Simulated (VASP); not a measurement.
A run of VASP 6.6.1 is set up as follows.

INCAR

```
SYSTEM = Mg8O9
  ALGO = Normal
  EDIFF = 1E-6
  ENCUT = 750
  GGA_COMPAT = .False.
  ISIF = 2
  ISMEAR = -1
  ISPIN = 2
  LASPH = .True.
  LCHARG = .False.
  LORBIT = 11
  LREAL = Auto
  LWAVE = .False.
  MAGMOM = 0 0 0 0 0 0 0 0 0 0 0 0 0 0 0 0 1
  NBANDS = 85
  NELM = 200
  PREC = Accurate
  SIGMA = 0.05
```

The input KPOINTS:

```
k-points
0
Gamma
  2 2 2
  0 0 0
```

POSCAR

```
Mg8O9
1.0
    0.0000000000      3.8990000000      3.8990000000
    3.8990000000      0.0000000000      3.8990000000
    3.8990000000      3.8990000000      0.0000000000
Mg O
8 9
Direct
   -0.0047301498      0.0196302559     -0.0096788763
    0.0319368601     -0.0098696281      0.4959815733
    0.0318256289      0.5253419580     -0.0391854386
    0.0023038181      0.5125590219      0.4833802443
    0.5120698306      0.0028582680     -0.0264024027
    0.4824266433     -0.0099596606      0.4960453221
    0.4823247371      0.5254763918     -0.0392934047
    0.5191583970      0.4956854028      0.4664780806
    0.2571583281      0.2577753666      0.2283801311
    0.2572179597      0.2576956771      0.7284260772
    0.2571951145      0.7576540775      0.2284568228
    0.2570798961      0.7577803711      0.7283367933
    0.7571774868      0.1365363520      0.3495755399
    0.7571390713      0.2577983751      0.7284082889
    0.7571666517      0.7576302486      0.2285709271
    0.7572198214      0.7576695039      0.7285305477
    0.7570820050      0.3788500184      1.1071942740
```

Potentials or basis: VASP PAW LDA potentials, release 64 (Mg_sv, O).

Run with:

```console
$ cat potpaw_LDA.64/Mg_sv/POTCAR potpaw_LDA.64/O/POTCAR > POTCAR
$ mpirun -np 1 vasp_std > vasp.out
```

(1) Predict the band gap on the k mesh.

(2) Estimate the net moment.

## Answers

(1) 5.78 eV.

(2) 0.00 μB per cell.

Caveat: the k points lie up to 0.70 Å⁻¹ apart.
